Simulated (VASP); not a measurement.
# Ag (Fm-3m) in VASP: notebook

Ag is run at these levels: PBE+D3(BJ); tasks: single point, relaxation of cell and atoms.

Everything below comes from runs of VASP 6.6.1. Logs are shortened: lines on timing, memory, paths and dates and some standing lists are left out, and cuts for length are marked.

## 1. The cell of the first run

It takes space group Fm-3m (No. 225, cubic). The conventional cell has a = 4.073 Å, b = 4.073 Å, c = 4.073 Å, α = 90.00°, β = 90.00°, γ = 90.00°. Within 3.8 Å of Ag (site symmetry m-3m) lie 12 Ag at 2.88 Å.

## 2. Single point, PBE+D3(BJ)

Contents of INCAR:

```
PREC = Accurate ; ENCUT = 520
EDIFF = 1E-7 ; ISMEAR = 0
SIGMA = 0.1 ; LREAL = False
LASPH = True ; NELM = 80
ALGO = Fast ; ISIF = 2
LWAVE = False ; LCHARG = True
GGA = PE ; IVDW = 12
LELF = True ; LVHAR = True
NBANDS = 12
```

Contents of KPOINTS:

```
Automatic mesh
0
Gamma
  18 18 18
```

Contents of POSCAR:

```
Ag
1.0
    0.0000000000      2.0366888256      2.0366888256
    2.0366888256      0.0000000000      2.0366888256
    2.0366888256      2.0366888256      0.0000000000
Ag
1
Direct
    0.0000000000      0.0000000000      0.0000000000
```

Potentials or basis: VASP PAW PBE potentials, release 64 (Ag).

Command:

```console
cat potpaw_PBE.64/Ag/POTCAR > POTCAR
mpirun -np 1 vasp_std > vasp.out
```

OUTCAR:

```text
PREC = Accurate
   ENCUT = 520
   EDIFF = 1E-7
   ISMEAR = 0
   LREAL = False
   LASPH = True
   NELM = 80
   ISIF = 2
   GGA = PE
   IVDW = 12
 IVDW          = 12

 ion  position               nearest neighbor table
   1  0.000  0.000  0.000-

  LATTYP: Found a face centered cubic cell.
 ALAT       =     4.0733776512

  Lattice vectors:

 A1 = (   0.0000000000,   2.0366888256,   2.0366888256)
 A2 = (   2.0366888256,   0.0000000000,   2.0366888256)
 A3 = (   2.0366888256,   2.0366888256,   0.0000000000)

Analysis of symmetry for initial positions (statically):
=====================================================================
 Subroutine PRICEL returns:
 Original cell was already a primitive cell.

 Routine SETGRP: Setting up the symmetry group for a
 face centered cubic supercell.

 Subroutine GETGRP returns: Found 48 space group operations
 (whereof 48 operations were pure point group operations)
 out of a pool of 48 trial point group operations.

The static configuration has the point symmetry O_h .

Analysis of symmetry for dynamics (positions and initial velocities):
=====================================================================
 Subroutine PRICEL returns:
 Original cell was already a primitive cell.

 Routine SETGRP: Setting up the symmetry group for a
 face centered cubic supercell.

 Subroutine GETGRP returns: Found 48 space group operations
 (whereof 48 operations were pure point group operations)
 out of a pool of 48 trial point group operations.

The dynamic configuration has the point symmetry O_h .

 Subroutine INISYM returns: Found 48 space group operations
 (whereof 48 operations are pure point group operations),
 and found     1 'primitive' translations

----------------------------------------------------------------------------------------

                                     Primitive cell

  volume of cell :      16.8968

  direct lattice vectors                    reciprocal lattice vectors
     0.000000000  2.036688826  2.036688826    -0.245496511  0.245496511  0.245496511
     2.036688826  0.000000000  2.036688826     0.245496511 -0.245496511  0.245496511
     2.036688826  2.036688826  0.000000000     0.245496511  0.245496511 -0.245496511

  length of vectors
     2.880312959  2.880312959  2.880312959     0.425212430  0.425212430  0.425212430

  position of ions in fractional coordinates (direct lattice)
     0.000000000  0.000000000  0.000000000

  ion indices of the primitive-cell ions
   primitive index   ion index
                 1           1

----------------------------------------------------------------------------------------

 KPOINTS: Automatic mesh

Automatic generation of k-mesh.
 Grid dimensions read from file:
 generate k-points for:   18   18   18

 Generating k-lattice:

  Cartesian coordinates                     Fractional coordinates (reciprocal lattice)
    -0.013638695  0.013638695  0.013638695     0.055555556  0.000000000  0.000000000
     0.013638695 -0.013638695  0.013638695     0.000000000  0.055555556  0.000000000
     0.013638695  0.013638695 -0.013638695     0.000000000  0.000000000  0.055555556

  Length of vectors
     0.023622913  0.023622913  0.023622913

  Shift w.r.t. Gamma in fractional coordinates (k-lattice)
     0.000000000  0.000000000  0.000000000

 Subroutine IBZKPT returns following result:
 ===========================================

 Found    195 irreducible k-points:

 Following reciprocal coordinates:
            Coordinates               Weight
  0.000000  0.000000  0.000000      1.000000
  0.055556  0.000000  0.000000      8.000000
  0.111111  0.000000  0.000000      8.000000
  0.166667  0.000000  0.000000      8.000000
  0.222222  0.000000  0.000000      8.000000
  0.277778  0.000000  0.000000      8.000000
[... 16 lines left out ...]
 -0.277778  0.055556  0.000000     24.000000
 -0.222222  0.055556  0.000000     24.000000
 [... further k-points ...]
   k-points           NKPTS =    195   k-points in BZ     NKDIM =    195   number of bands    NBANDS=     12
   number of dos      NEDOS =    301   number of ions     NIONS =      1
   total plane-waves  NPLWV =  13824
   dimension x,y,z NGX =    24 NGY =   24 NGZ =   24
   dimension x,y,z NGXF=    48 NGYF=   48 NGZF=   48
   ions per type =               1
   NGX,Y,Z   is equivalent  to a cutoff of  13.85, 13.85, 13.85 a.u.
   NGXF,Y,Z  is equivalent  to a cutoff of  27.70, 27.70, 27.70 a.u.
 SYSTEM =  unknown system
   PREC   = accura    normal or accurate (medium, high low for compatibility)
   ISTART =      0    job   : 0-new  1-cont  2-samecut
   ICHARG =      2    charge: 1-file 2-atom 10-const
   ISPIN  =      1    spin polarized calculation?
   LNONCOLLINEAR =      F non collinear calculations
   LSORBIT =      F    spin-orbit coupling
   LASPH  =      T    aspherical Exc in radial PAW
   ENCUT  =  520.0 eV  38.22 Ry    6.18 a.u.   5.36  5.36  5.36*2*pi/ulx,y,z
   NELM   =     80;   NELMIN=  2; NELMDL= -5     # of ELM steps
   EDIFF  = 0.1E-06   stopping-criterion for ELM
   LREAL  =      F    real-space projection
   EDIFFG = 0.1E-05   stopping-criterion for IOM
   NSW    =      0    number of steps for IOM
   IBRION =     -1    ionic relax: 0-MD 1-quasi-New 2-CG
   NFREE  =      0    steps in history (QN), initial steepest desc. (CG)
   ISIF   =      2    stress and relaxation
   ISYM   =      2    0-nonsym 1-usesym 2-fastsym
   POTIM  = 0.5000    time-step for ionic-motion
   TEBEG  =    0.0;   TEEND  =   0.0 temperature during run
   PSTRESS=    0.0 pullay stress
   NELECT =      11.0000    total number of electrons
   NUPDOWN=      -1.0000    fix difference up-down
   EMIN   =  10.00;   EMAX   =-10.00  energy-range for DOS
   EFERMI =   0.00;   METHOD = LEGACY
   ISMEAR =     0;   SIGMA  =   0.10  broadening in eV -4-tet -1-fermi 0-gaus
   EFERMI_NEDOS =   21; number of points for ismear=-14 and -15
   IALGO  =     68    algorithm
   IMIX   =      4    mixing-type and parameters
     AMIX     =   0.40;   BMIX     =  1.00
     AMIX_MAG =   1.60;   BMIX_MAG =  1.00
  volume/ion in A,a.u.               =      16.90       114.03
  Fermi-wavevector in a.u.,A,eV,Ry     =   1.418854  2.681245 27.390524  2.013147
  Thomas-Fermi vector in A             =   2.539936
   LORBIT       =      0    0 simple, 1 ext, 2 COOP (PROOUT), +10 PAW based schemes
   GGA     = PE    functional components
   LHFCALC =     F    Hartree Fock is set to
   AEXX    =    0.0000 exact exchange contribution
   IVDW    =    12    specifies the selected vdW correction
   LEPSILON=     F    determine dielectric tensor
   LRPA    =     F    only Hartree local field effects (RPA)
 non-spin polarized calculation
 RMM-DIIS sequential band-by-band and
 Gauss-broadening in eV      SIGMA  =   0.10
  energy-cutoff  :      520.00
  volume of cell :       16.90
 maximum number of plane-waves:       469
 NGX is ok and might be reduce to    24
   NGX = 11   NGY = 11   NGZ = 11

 number of electron      10.9999999 magnetization

 Free energy of the ion-electron system (eV)
  ---------------------------------------------------
  ext. energy  EPLUGINS =         0.00000000
  ---------------------------------------------------
  free energy    TOTEN  =        -2.70520988 eV

  energy without entropy =       -2.70423564  energy(sigma->0) =       -2.70472276

 E-fermi :   8.5280     XC(G=0): -12.2639

 val. band max:        8.4899181742   @ k =   0.5000   0.1667   0.0556
 cond. band min:       8.6672430865   @ k =   0.5000   0.3333   0.1111
 fundamental gap:      0.1773249122
 Fermi energy:         8.5279563401

 k-point     1 :       0.0000    0.0000    0.0000
  band No.  band energies     occupation
      1       0.7220      2.00000
      2       3.7174      2.00000
      3       3.7174      2.00000
      4       3.7174      2.00000
      5       4.7682      2.00000
      6       4.7682      2.00000
      7      24.6007      0.00000
      8      28.2329      0.00000
      9      28.2329      0.00000
     10      28.2329      0.00000
     11      33.0612      0.00000
     12      34.2632      0.00000

 k-point     2 :       0.0556    0.0000    0.0000
  band No.  band energies     occupation
      1       0.8195      2.00000
      2       3.6943      2.00000
      3       3.7448      2.00000
      4       3.7448      2.00000
      5       4.7574      2.00000
      6       4.7574      2.00000
      7      24.6259      0.00000
      8      27.3917      0.00000
      9      28.2767      0.00000
     10      28.2767      0.00000
     11      33.2005      0.00000
     12      34.1409      0.00000

 k-point     3 :       0.1111    0.0000    0.0000
  band No.  band energies     occupation
      1       1.1012      2.00000
      2       3.6406      2.00000
      3       3.8160      2.00000
      4       3.8160      2.00000
      5       4.7363      2.00000
      6       4.7363      2.00000
      7      24.4038      0.00000
      8      25.9705      0.00000
      9      28.3847      0.00000
     10      28.3847      0.00000
     11      32.3573      0.00000
     12      33.7219      0.00000
[... 286 lines left out ...]
 k-point    23 :      -0.2778    0.0556    0.0000
  band No.  band energies     occupation
      1       2.2921      2.00000
      2       3.8503      2.00000
      3       3.9132      2.00000
      4       4.3460      2.00000
      5       4.9133      2.00000
      6       5.4205      2.00000
      7      18.0430      0.00000
      8      24.5319      0.00000
      9      26.7468      0.00000
     10      29.2029      0.00000
     11      30.9239      0.00000
     12      31.1504      0.00000

 k-point    24 :      -0.2222    0.0556    0.0000
  band No.  band energies     occupation
      1       2.1438      2.00000
      2       3.7251      2.00000
      3       3.9653      2.00000
      4       3.9842      2.00000
      5       4.7191      2.00000
      6       5.0912      2.00000
      7      20.1934      0.00000
      8      24.8466      0.00000
      9      27.2896      0.00000
     10      29.8887      0.00000
     11      30.4116      0.00000
     12      31.4280      0.00000

 [... further k-points ...]

------------------------ aborting loop because EDIFF is reached ----------------------------------------

 Edisp (eV)   -0.59444

 E8    (eV) :    -0.2598

  FORCE on cell =-STRESS in cart. coord.  units (eV):
  Direction    XX          YY          ZZ          XY          YZ          ZX
  --------------------------------------------------------------------------------------
  -------------------------------------------------------------------------------------
  Total      -0.01379    -0.01379    -0.01379    -0.00000     0.00000     0.00000
  in kB      -1.30804    -1.30804    -1.30804    -0.00000     0.00000     0.00000
  external pressure =       -1.31 kB  Pullay stress =        0.00 kB

 VOLUME and BASIS-vectors are now :
 -----------------------------------------------------------------------------
  energy-cutoff  :      520.00
  volume of cell :       16.90
      direct lattice vectors                 reciprocal lattice vectors
     0.000000000  2.036688826  2.036688826    -0.245496511  0.245496511  0.245496511
     2.036688826  0.000000000  2.036688826     0.245496511 -0.245496511  0.245496511
     2.036688826  2.036688826  0.000000000     0.245496511  0.245496511 -0.245496511

 POSITION                                       TOTAL-FORCE (eV/Angst)
 -----------------------------------------------------------------------------------
      0.00000      0.00000      0.00000        -0.000000     -0.000000     -0.000000
 -----------------------------------------------------------------------------------
    total drift:                               -0.000000     -0.000000     -0.000000

  FREE ENERGIE OF THE ION-ELECTRON SYSTEM (eV)
  ---------------------------------------------------
  free  energy   TOTEN  =        -3.2996519646 eV

  energy  without entropy=       -3.2986777242  energy(sigma->0) =       -3.29916484
```

Run time: 22 s. Hardware: 1 thread of AMD EPYC 9R45 (Zen 5), shared host; peak memory 0.14 GiB.

What came out:

```yaml
Free_energy: -3.2997 eV
Pressure: -0.1 GPa
Dispersion_energy_per_atom: -0.594 eV
```

Levels at points of the mesh, in eV from the Fermi level:
```
           k point  band 3  band 4  band 5  band 6  band 7  band 8  band 9  band 10
(0.00, 0.00, 0.00)   -4.81   -4.81   -3.76   -3.76   16.07   19.70   19.70    19.70
(0.50, 0.00, 0.00)   -4.83   -2.95   -2.95   -0.40    3.68   15.31   18.00    18.00
(0.50, 0.50, 0.00)   -2.98   -2.74   -2.74    1.63    6.84   10.74   10.74    17.32
```

Caveat: pairwise dispersion overbinds metals, which lowers pressure and volume.

## 3. Relaxation of cell and atoms, PBE+D3(BJ)

This run uses another cell than the first one, of 17.05 Å³/atom, 1.009 times its volume.

Contents of INCAR:

```
SYSTEM = Ag
PREC = Accurate
ENCUT = 600
EDIFF = 1E-6
ISMEAR = 0
SIGMA = 0.1
LREAL = .FALSE.
LASPH = .TRUE.
NELM = 80
ALGO = Normal
ISIF = 3
LWAVE = .FALSE.
LCHARG = .FALSE.
GGA = PE
IVDW = 12
IBRION = 2
NSW = 100
EDIFFG = -0.005
```

Contents of KPOINTS:

```
regular mesh
0
G
  18 18 18
  0 0 0
```

Contents of POSCAR:

```
Ag
1.0
    0.0000000000      2.0427500000      2.0427500000
    2.0427500000      0.0000000000      2.0427500000
    2.0427500000      2.0427500000      0.0000000000
Ag
1
Direct
    0.0000000000      0.0000000000      0.0000000000
```

Potentials or basis: VASP PAW PBE potentials, release 64 (Ag).

Command:

```console
cat potpaw_PBE.64/Ag/POTCAR > POTCAR
mpirun -np 1 vasp_std > vasp.out
```

It took 29 s on 1 thread of AMD EPYC 9R45 (Zen 5), shared host; peak memory 0.15 GiB.

It converged, with:

| Property | Result |
| --- | --- |
| Free energy | -3.2996 eV |
| Relaxed volume | 16.86 Å³/atom |
| Relaxed cell | a = 2.878 Å, b = 2.878 Å, c = 2.878 Å, α = 60.00°, β = 60.00°, γ = 60.00° |
| Space group after relaxing (to 0.05 Å) | Fm-3m (No. 225) |
| Energy gained by relaxing | 0.7 meV/atom |
| Ionic steps | 3 |
| Pressure after relaxing | 0.0 GPa |
| Dispersion energy per atom | -0.596 eV |

The path:
```
step  energy change (eV)  largest force (eV/Å)  pressure (GPa)  volume (Å³)
   1              0.0000                0.0000           -1.18        17.05
   2             -0.0004                0.0000            0.87        16.74
   3             -0.0007                0.0000            0.03        16.86
```

Final structure:
```
Ag
1.0
     0.00000    2.03533    2.03533
     2.03533    0.00000    2.03533
     2.03533    2.03533    0.00000
Ag
1
Direct
  0.00000 0.00000 0.00000
```

Levels at points of the mesh, in eV from the Fermi level:
| k point | band 3 | band 4 | band 5 | band 6 | band 7 | band 8 | band 9 |
| --- | --- | --- | --- | --- | --- | --- | --- |
| (0.00, 0.00, 0.00) | -4.82 | -4.82 | -3.76 | -3.76 | 16.08 | 19.72 | 19.72 |
| (0.50, 0.00, 0.00) | -4.84 | -2.95 | -2.95 | -0.40 | 3.70 | 15.31 | 18.02 |
| (0.50, 0.50, 0.00) | -2.99 | -2.74 | -2.74 | 1.62 | 6.86 | 10.75 | 10.75 |

Caveat: pairwise dispersion overbinds metals, which lowers pressure and volume.

(Part 1 of 2 ends here.)
